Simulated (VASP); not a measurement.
Here is a VASP 6.6.1 calculation.

The input INCAR:

```
SYSTEM = MgS
ALGO = Normal
EDIFF = 1E-6
ENCUT = 520
ISIF = 2
ISMEAR = -1
LASPH = .True.
LCHARG = .True.
LELF = .True.
LREAL = .False.
LVHAR = .True.
LWAVE = .False.
NBANDS = 11
NELM = 100
PREC = Accurate
SIGMA = 0.01
```

File KPOINTS:

```
k-points
0
Gamma
  8 8 8
  0 0 0
```

The input POSCAR:

```
MgS
1.0
    0.0000000000      2.6016500000      2.6536830000
    2.6016500000      0.0000000000      2.6536830000
    2.6016500000      2.6016500000      0.0000000000
Mg S
1 1
Direct
    0.0000000000      0.0000000000      0.0000000000
    0.5000000000      0.5000000000      0.5000000000
```

Potentials or basis: VASP PAW LDA potentials, release 64 (Mg, S).

Launch:

```bash
$ cat potpaw_LDA.64/Mg/POTCAR potpaw_LDA.64/S/POTCAR > POTCAR
$ mpirun -np 1 vasp_std > vasp.out
```

Task: Estimate the band gap on the k mesh.

Result: 2.43 eV, indirect (least direct gap 3.28 eV).

Task: What does it give for the pressure?

Result: -5.1 GPa.

Stress tensor (GPa, compression positive):
```
-4.56  0.00  0.00
 0.00 -4.56  0.00
 0.00  0.00 -6.17
```

Caveat: the cell differs from its parent crystal (zz strain of +2 %). A k mesh can miss the band edges.
